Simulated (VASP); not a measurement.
Runs of VASP 6.6.1 on HfB2. The structure is that of space group P6/mmm (No. 191), or close to it. The cells are those of the table. 

| task | cell | k mesh | gap on the mesh (eV) | pressure (GPa) |
| --- | --- | --- | --- | --- |
| single point | a = 3.146, b = 3.146, c = 3.485 Å, angles 90.0, 90.0, 120.0°, 3 atoms | 7 × 7 × 6 | none | -0.4 |
| relaxation of cell and atoms | relaxed from a = 3.146, b = 3.146, c = 3.485 Å, angles 90.0, 90.0, 120.0°, 3 atoms | 7 × 7 × 6 | none | -0.4 |
| single point | a = 3.167, b = 3.167, c = 3.508 Å, angles 90.0, 90.0, 120.0°, 3 atoms | 7 × 7 × 6 | none | (a) |
| single point | a = 3.125, b = 3.125, c = 3.461 Å, angles 90.0, 90.0, 120.0°, 3 atoms | 8 × 8 × 6 | none | 4.9 |

Alike in all rows: level PBE; potentials or basis VASP PAW PBE potentials, release 64 (Hf_pv, B); no spin polarisation; cutoff (eV) 500; smearing fermi-dirac 0.05 eV.

Q: Estimate the missing entries.

A: (a) -5.2.

Caveats: spin-orbit coupling is left out, which moves the levels of the heavy elements; the relaxation stopped at its first step, so nothing moved (some runs).

A k mesh can miss the band edges, and the runs leave out spin-orbit coupling on Hf.

A gap of «none» marks levels without a gap at the run's occupations.
